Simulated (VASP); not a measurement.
# CrGaPd3 (Pm-3m) in VASP: notebook

Runs on CrGaPd3. Level: PBE. Tasks: single point, relaxation of cell and atoms.

Program: VASP 6.6.1. These are calculated values, not measurements. Logs are shortened: lines on timing, memory, paths and dates and some standing lists are left out, and cuts for length are marked.

## Step 1: The cell of the first run

It takes space group Pm-3m (No. 221, cubic). The conventional cell has a = 4.589 Å, b = 4.589 Å, c = 4.589 Å, α = 90.00°, β = 90.00°, γ = 90.00°. Within 3.0 Å of Cr (site symmetry m-3m) lie 6 Pd at 2.29 Å. Within 4.3 Å of Ga (site symmetry m-3m) lie 12 Pd at 3.25 Å and 8 Cr at 3.97 Å. Within 3.0 Å of Pd (site symmetry 4/mmm) lie 2 Cr at 2.29 Å.

## Step 2: Single point, PBE

Contents of INCAR:

```
SYSTEM = CrGaPd3
  PREC = Accurate
  ENCUT = 520
  EDIFF = 1E-6
  ISMEAR = 0
  SIGMA = 0.1
  LREAL = .FALSE.
  LASPH = .TRUE.
  NELM = 80
  ALGO = Normal
  ISIF = 2
  LWAVE = .FALSE.
  LCHARG = .FALSE.
  GGA = PE
  NBANDS = 36
```

Contents of KPOINTS:

```
regular mesh
0
G
  4 4 4
  0 0 0
```

Contents of POSCAR:

```
CrGaPd3
1.0
    4.5894088397      0.0000000000      0.0000000000
    0.0000000000      4.5894088397      0.0000000000
    0.0000000000      0.0000000000      4.5894088397
Cr Ga Pd
1 1 3
Direct
    0.5000000000      0.5000000000      0.5000000000
    0.0000000000      0.0000000000      0.0000000000
    0.0000000000      0.5000000000      0.5000000000
    0.5000000000      0.0000000000      0.5000000000
    0.5000000000      0.5000000000      0.0000000000
```

Potentials or basis: VASP PAW PBE potentials, release 64 (Cr_pv, Ga_d, Pd).

Launch:

```sh
$ cat potpaw_PBE.64/Cr_pv/POTCAR potpaw_PBE.64/Ga_d/POTCAR potpaw_PBE.64/Pd/POTCAR > POTCAR
$ mpirun -np 1 vasp_std > vasp.out
```

OUTCAR:

```text
SYSTEM = CrGaPd3
   PREC = Accurate
   ENCUT = 520
   EDIFF = 1E-6
   ISMEAR = 0
   LREAL = .FALSE.
   LASPH = .TRUE.
   NELM = 80
   ISIF = 2
   GGA = PE

 ion  position               nearest neighbor table
   1  0.500  0.500  0.500-   3 2.29   4 2.29   5 2.29   5 2.29   4 2.29   3 2.29
   2  0.000  0.000  0.000-
   3  0.000  0.500  0.500-   1 2.29   1 2.29   5 3.25   5 3.25   4 3.25   4 3.25   4 3.25   5 3.25
                             5 3.25   4 3.25
   4  0.500  0.000  0.500-   1 2.29   1 2.29   5 3.25   5 3.25   3 3.25   3 3.25   5 3.25   5 3.25
                             3 3.25   3 3.25
   5  0.500  0.500  0.000-   1 2.29   1 2.29   4 3.25   3 3.25   3 3.25   4 3.25   4 3.25   4 3.25
                             3 3.25   3 3.25

  LATTYP: Found a simple cubic cell.
 ALAT       =     4.5894088397

  Lattice vectors:

 A1 = (   4.5894088397,   0.0000000000,   0.0000000000)
 A2 = (   0.0000000000,   4.5894088397,   0.0000000000)
 A3 = (   0.0000000000,   0.0000000000,   4.5894088397)

Analysis of symmetry for initial positions (statically):
=====================================================================
 Subroutine PRICEL returns:
 Original cell was already a primitive cell.

 Routine SETGRP: Setting up the symmetry group for a
 simple cubic supercell.

 Subroutine GETGRP returns: Found 48 space group operations
 (whereof 48 operations were pure point group operations)
 out of a pool of 48 trial point group operations.

The static configuration has the point symmetry O_h .

Analysis of symmetry for dynamics (positions and initial velocities):
=====================================================================
 Subroutine PRICEL returns:
 Original cell was already a primitive cell.

 Routine SETGRP: Setting up the symmetry group for a
 simple cubic supercell.

 Subroutine GETGRP returns: Found 48 space group operations
 (whereof 48 operations were pure point group operations)
 out of a pool of 48 trial point group operations.

The dynamic configuration has the point symmetry O_h .

 Subroutine INISYM returns: Found 48 space group operations
 (whereof 48 operations are pure point group operations),
 and found     1 'primitive' translations

----------------------------------------------------------------------------------------

                                     Primitive cell

  volume of cell :      96.6652

  direct lattice vectors                    reciprocal lattice vectors
     4.589408840  0.000000000  0.000000000     0.217892987  0.000000000  0.000000000
     0.000000000  4.589408840  0.000000000     0.000000000  0.217892987  0.000000000
     0.000000000  0.000000000  4.589408840     0.000000000  0.000000000  0.217892987

  length of vectors
     4.589408840  4.589408840  4.589408840     0.217892987  0.217892987  0.217892987

  position of ions in fractional coordinates (direct lattice)
     0.500000000  0.500000000  0.500000000
     0.000000000  0.000000000  0.000000000
     0.000000000  0.500000000  0.500000000
     0.500000000  0.000000000  0.500000000
     0.500000000  0.500000000  0.000000000

  ion indices of the primitive-cell ions
   primitive index   ion index
                 1           1
                 2           2
                 3           3
                 4           4
                 5           5

----------------------------------------------------------------------------------------

 KPOINTS: regular mesh

Automatic generation of k-mesh.
 Grid dimensions read from file:
 generate k-points for:    4    4    4

 Generating k-lattice:

  Cartesian coordinates                     Fractional coordinates (reciprocal lattice)
     0.054473247  0.000000000  0.000000000     0.250000000  0.000000000  0.000000000
     0.000000000  0.054473247  0.000000000     0.000000000  0.250000000  0.000000000
     0.000000000  0.000000000  0.054473247     0.000000000  0.000000000  0.250000000

  Length of vectors
     0.054473247  0.054473247  0.054473247

  Shift w.r.t. Gamma in fractional coordinates (k-lattice)
     0.000000000  0.000000000  0.000000000

 Subroutine IBZKPT returns following result:
 ===========================================

 Found     10 irreducible k-points:

 Following reciprocal coordinates:
            Coordinates               Weight
  0.000000  0.000000  0.000000      1.000000
  0.250000  0.000000  0.000000      6.000000
  0.500000  0.000000  0.000000      3.000000
  0.250000  0.250000  0.000000     12.000000
  0.500000  0.250000  0.000000     12.000000
  0.500000  0.500000  0.000000      3.000000
  0.250000  0.250000  0.250000      8.000000
  0.500000  0.250000  0.250000     12.000000
  0.500000  0.500000  0.250000      6.000000
  0.500000  0.500000  0.500000      1.000000
   k-points           NKPTS =     10   k-points in BZ     NKDIM =     10   number of bands    NBANDS=     36
   number of dos      NEDOS =    301   number of ions     NIONS =      5
   total plane-waves  NPLWV =  46656
   dimension x,y,z NGX =    36 NGY =   36 NGZ =   36
   dimension x,y,z NGXF=    72 NGYF=   72 NGZF=   72
   ions per type =               1   1   3
   NGX,Y,Z   is equivalent  to a cutoff of  13.04, 13.04, 13.04 a.u.
   NGXF,Y,Z  is equivalent  to a cutoff of  26.08, 26.08, 26.08 a.u.
 SYSTEM =  CrGaPd3
   PREC   = accura    normal or accurate (medium, high low for compatibility)
   ISTART =      0    job   : 0-new  1-cont  2-samecut
   ICHARG =      2    charge: 1-file 2-atom 10-const
   ISPIN  =      1    spin polarized calculation?
   LNONCOLLINEAR =      F non collinear calculations
   LSORBIT =      F    spin-orbit coupling
   LASPH  =      T    aspherical Exc in radial PAW
   ENCUT  =  520.0 eV  38.22 Ry    6.18 a.u.   8.53  8.53  8.53*2*pi/ulx,y,z
   NELM   =     80;   NELMIN=  2; NELMDL= -5     # of ELM steps
   EDIFF  = 0.1E-05   stopping-criterion for ELM
   LREAL  =      F    real-space projection
   EDIFFG = 0.1E-04   stopping-criterion for IOM
   NSW    =      0    number of steps for IOM
   IBRION =     -1    ionic relax: 0-MD 1-quasi-New 2-CG
   NFREE  =      0    steps in history (QN), initial steepest desc. (CG)
   ISIF   =      2    stress and relaxation
   ISYM   =      2    0-nonsym 1-usesym 2-fastsym
   POTIM  = 0.5000    time-step for ionic-motion
   TEBEG  =    0.0;   TEEND  =   0.0 temperature during run
   PSTRESS=    0.0 pullay stress
   NELECT =      55.0000    total number of electrons
   NUPDOWN=      -1.0000    fix difference up-down
   EMIN   =  10.00;   EMAX   =-10.00  energy-range for DOS
   EFERMI =   0.00;   METHOD = LEGACY
   ISMEAR =     0;   SIGMA  =   0.10  broadening in eV -4-tet -1-fermi 0-gaus
   EFERMI_NEDOS =   21; number of points for ismear=-14 and -15
   IALGO  =     38    algorithm
   IMIX   =      4    mixing-type and parameters
     AMIX     =   0.40;   BMIX     =  1.00
     AMIX_MAG =   1.60;   BMIX_MAG =  1.00
  volume/ion in A,a.u.               =      19.33       130.47
  Fermi-wavevector in a.u.,A,eV,Ry     =   1.356560  2.563527 25.038187  1.840255
  Thomas-Fermi vector in A             =   2.483553
   LORBIT       =      0    0 simple, 1 ext, 2 COOP (PROOUT), +10 PAW based schemes
   GGA     = PE    functional components
   LHFCALC =     F    Hartree Fock is set to
   AEXX    =    0.0000 exact exchange contribution
   IVDW    =     0    specifies the selected vdW correction
   LEPSILON=     F    determine dielectric tensor
   LRPA    =     F    only Hartree local field effects (RPA)
 non-spin polarized calculation
 Gauss-broadening in eV      SIGMA  =   0.10
  energy-cutoff  :      520.00
  volume of cell :       96.67
 maximum number of plane-waves:      2624
 NGX is ok and might be reduce to    36
   NGX = 17   NGY = 17   NGZ = 17

 number of electron      54.9999992 magnetization

 Free energy of the ion-electron system (eV)
  ---------------------------------------------------
  ext. energy  EPLUGINS =         0.00000000
  ---------------------------------------------------
  free energy    TOTEN  =       -24.25241999 eV

  energy without entropy =      -24.22618643  energy(sigma->0) =      -24.23930321

 E-fermi :   6.3432     XC(G=0): -11.1133

 val. band max:        6.2794711924   @ k =   0.5000   0.2500   0.2500
 cond. band min:       6.3686832592   @ k =   0.5000   0.2500   0.2500
 fundamental gap:      0.0892120668
 Fermi energy:         6.3432136653

 k-point     1 :       0.0000    0.0000    0.0000
  band No.  band energies     occupation
      1     -37.0896      2.00000
      2     -37.0896      2.00000
      3     -37.0896      2.00000
      4      -8.3575      2.00000
      5      -8.3575      2.00000
      6      -8.3554      2.00000
[... 28 lines left out ...]
     35      12.0135      0.00000
     36      12.0161      0.00000

 k-point     2 :       0.2500    0.0000    0.0000
  band No.  band energies     occupation
      1     -37.1038      2.00000
      2     -37.0899      2.00000
      3     -37.0899      2.00000
      4      -8.3568      2.00000
      5      -8.3552      2.00000
      6      -8.3552      2.00000
[... 28 lines left out ...]
     35      11.4620      0.00000
     36      11.4620      0.00000

 k-point     3 :       0.5000    0.0000    0.0000
  band No.  band energies     occupation
      1     -37.1180      2.00000
      2     -37.0901      2.00000
      3     -37.0901      2.00000
      4      -8.3561      2.00000
      5      -8.3550      2.00000
      6      -8.3550      2.00000
[... 28 lines left out ...]
     35       9.7173      0.00000
     36      11.6857      0.00000
[... 196 lines left out ...]
 k-point     9 :       0.5000    0.5000    0.2500
  band No.  band energies     occupation
      1     -37.1189      2.00000
      2     -37.1189      2.00000
      3     -37.1050      2.00000
      4      -8.3586      2.00000
      5      -8.3568      2.00000
      6      -8.3568      2.00000
[... 28 lines left out ...]
     35       9.3781      0.00000
     36       9.7661      0.00000

 k-point    10 :       0.5000    0.5000    0.5000
  band No.  band energies     occupation
      1     -37.1192      2.00000
      2     -37.1192      2.00000
      3     -37.1192      2.00000
      4      -8.3587      2.00000
      5      -8.3587      2.00000
      6      -8.3587      2.00000
[... 28 lines left out ...]
     35       7.7809      0.00000
     36       7.7809      0.00000

------------------------ aborting loop because EDIFF is reached ----------------------------------------

  FORCE on cell =-STRESS in cart. coord.  units (eV):
  Direction    XX          YY          ZZ          XY          YZ          ZX
  --------------------------------------------------------------------------------------
  -------------------------------------------------------------------------------------
  Total       -0.0134816     -0.0134816     -0.0134816      0.0000000      0.0000000     -0.0000000
  in kB       -0.2234507     -0.2234507     -0.2234507      0.0000000      0.0000000     -0.0000000
  external PRESSURE =      -0.2234507 kB  Pullay stress =       0.0000000 kB

 VOLUME and BASIS-vectors are now :
 -----------------------------------------------------------------------------
  energy-cutoff  :      520.00
  volume of cell :       96.67
      direct lattice vectors                 reciprocal lattice vectors
     4.589408840  0.000000000  0.000000000     0.217892987  0.000000000  0.000000000
     0.000000000  4.589408840  0.000000000     0.000000000  0.217892987  0.000000000
     0.000000000  0.000000000  4.589408840     0.000000000  0.000000000  0.217892987

 POSITION                                       TOTAL-FORCE (eV/Angst)
 -----------------------------------------------------------------------------------
      2.29470      2.29470      2.29470         0.000000      0.000000      0.000000
      0.00000      0.00000      0.00000         0.000000      0.000000      0.000000
      0.00000      2.29470      2.29470         0.000000      0.000000      0.000000
      2.29470      0.00000      2.29470         0.000000      0.000000      0.000000
      2.29470      2.29470      0.00000         0.000000      0.000000      0.000000
 -----------------------------------------------------------------------------------
    total drift:                                0.000000      0.000000      0.000000

  FREE ENERGIE OF THE ION-ELECTRON SYSTEM (eV)
  ---------------------------------------------------
  free  energy   TOTEN  =       -24.2524199881 eV

  energy  without entropy=      -24.2261864257  energy(sigma->0) =      -24.23930321
```

Wall time 20 s (1 thread of AMD EPYC 9R45 (Zen 5), shared host); peak memory 0.18 GiB.

Results:

- Free energy: -24.2524 eV
- Pressure: 0.0 GPa
- Band gap on the k mesh: zero (an odd number of electrons rules out a gap without spin polarisation)

Caveat: the run has no spin polarisation, though such a crystal can be magnetic. Spin polarisation is off, so any magnetic state and its effect on volume and gap are missing.

## Step 3: Relaxation of cell and atoms, PBE

This run uses another cell than the first one, of 13.66 Å³/atom.

Contents of INCAR:

```
PREC     = Accurate       # precision mode
ENCUT    = 600            # plane-wave cutoff, eV
EDIFF    = 1E-6           # SCF threshold, eV
ISMEAR   = 0              # smearing method
SIGMA    = 0.1            # smearing width, eV
LREAL    = False          # projectors in reciprocal space
LASPH    = True           # aspherical terms in the spheres
NELM     = 80             # most SCF steps
ALGO     = Normal         # electronic algorithm
ISIF     = 3              # what is computed and relaxed
LWAVE    = False          # write WAVECAR
LCHARG   = False          # write CHGCAR
GGA      = PE             # functional
IBRION   = 2              # ionic algorithm
NSW      = 90             # ionic steps
EDIFFG   = -0.04          # ionic threshold
```

Contents of KPOINTS:

```
Automatic mesh
0
Gamma
  4 4 4
```

POSCAR: that of step 2 with these lines changed.

```diff
@@ -2,5 +2,5 @@
 1.0
-    4.5894088397      0.0000000000      0.0000000000
-    0.0000000000      4.5894088397      0.0000000000
-    0.0000000000      0.0000000000      4.5894088397
+    4.0874514762      0.0000000000      0.0000000000
+    0.0000000000      4.0874514762      0.0000000000
+    0.0000000000      0.0000000000      4.0874514762
 Cr Ga Pd
```

Potentials or basis: VASP PAW PBE potentials, release 64 (Cr_pv, Ga_d, Pd).

Launch:

```sh
$ cat potpaw_PBE.64/Cr_pv/POTCAR potpaw_PBE.64/Ga_d/POTCAR potpaw_PBE.64/Pd/POTCAR > POTCAR
$ mpirun -np 1 vasp_std > vasp.out
```

It took 88 s on 1 thread of AMD EPYC 9R45 (Zen 5), shared host; peak memory 0.19 GiB.

It converged, with:

- Free energy: -24.2385 eV
- Relaxed volume: 19.29 Å³/atom
- Relaxed cell: a = 4.586 Å, b = 4.586 Å, c = 4.586 Å, α = 90.00°, β = 90.00°, γ = 90.00°
- Space group after relaxing (to 0.1 Å): Pm-3m (No. 221)
- Energy gained by relaxing: 924.5 meV/atom
- Ionic steps: 5
- Pressure after relaxing: 0.1 GPa
- Band gap on the k mesh: zero (an odd number of electrons rules out a gap without spin polarisation)

The path:
```
step  energy change (eV)  largest force (eV/Å)  pressure (GPa)  volume (Å³)
   1              0.0000                0.0000           74.09        68.29
   2             -1.0635                0.0000          -12.77       151.66
   3             -4.5757                0.0000           -2.02        99.09
   4             -4.6187                0.0000           -1.04        97.77
   5             -4.6226                0.0000            0.14        96.45
```

Final structure:
```
Cr Ga Pd
1.0
     4.58596    0.00000    0.00000
     0.00000    4.58596    0.00000
     0.00000    0.00000    4.58596
Cr Ga Pd
1 1 3
Direct
  0.50000 0.50000 0.50000
  0.00000 0.00000 0.00000
  0.00000 0.50000 0.50000
  0.50000 0.00000 0.50000
  0.50000 0.50000 0.00000
```

Levels at points of the mesh, in eV from the Fermi level:
| k point | band 24 | band 25 | band 26 | band 27 | band 28 | band 29 | band 30 | band 31 |
| --- | --- | --- | --- | --- | --- | --- | --- | --- |
| (0.00, 0.00, 0.00) | -1.58 | 0.12 | 0.12 | 0.12 | 0.41 | 0.87 | 0.87 | 1.11 |
| (0.50, 0.00, 0.00) | -2.10 | -2.02 | -0.40 | 0.53 | 0.53 | 0.81 | 1.00 | 1.10 |
| (0.50, 0.50, 0.00) | -2.10 | -1.84 | -1.01 | -0.89 | -0.89 | -0.83 | 0.03 | 0.50 |
| (0.50, 0.50, 0.50) | -1.85 | -1.85 | -1.85 | -1.10 | -1.09 | -0.98 | -0.98 | 0.58 |

Caveat: the k points lie up to 0.34 Å⁻¹ apart in the final cell, too coarse for converged energies and pressures of a metal; the volume moved by over 15 % at a fixed basis, so the end points are rough; the run has no spin polarisation, though such a crystal can be magnetic. Spin polarisation is off, so any magnetic state and its effect on volume and gap are missing.

(Part 1 of 2 ends here.)
